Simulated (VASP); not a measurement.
BAs, 2 atoms in the cell. The structure is cubic, space group Pm-3m (No. 221). Conventional cell: a = 2.849 Å, b = 2.849 Å, c = 2.849 Å, α = 90.00°, β = 90.00°, γ = 90.00°. B (site symmetry m-3m) has 8 As at 2.47 Å and 6 B at 2.85 Å within 3.3 Å. Within 3.3 Å of As (site symmetry m-3m) lie 8 B at 2.47 Å and 6 As at 2.85 Å. 

| Quantity | Value |
| --- | --- |
| Program | VASP 6.6.1 |
| Task | single point |
| Functional | LDA |
| Potentials or basis | VASP PAW LDA potentials, release 64 (B, As) |
| Cutoff | 500 eV |
| k mesh | 6 × 6 × 6 |
| Occupations | gaussian, width 0.05 eV |
| Spin | no spin polarisation |
| Dipole correction | no |
| Further INCAR settings | ALGO = Normal; EDIFF = 1e-06; NBANDS = 11 |

Potentials or basis: VASP PAW LDA potentials, release 64 (B, As).

Command:

```bash
$ cat potpaw_LDA.64/B/POTCAR potpaw_LDA.64/As/POTCAR > POTCAR
$ mpirun -np 1 vasp_std > vasp.out
```

Hardware: 1 thread of AMD EPYC 7R13, with other jobs on the host.

Problem. Estimate the wall time of this run.

Solution. Wall time 9.3 s on 1 thread of AMD EPYC 7R13, on a shared host, peak memory 0.1 GiB. Counts: scf iterations 10, k points 20.
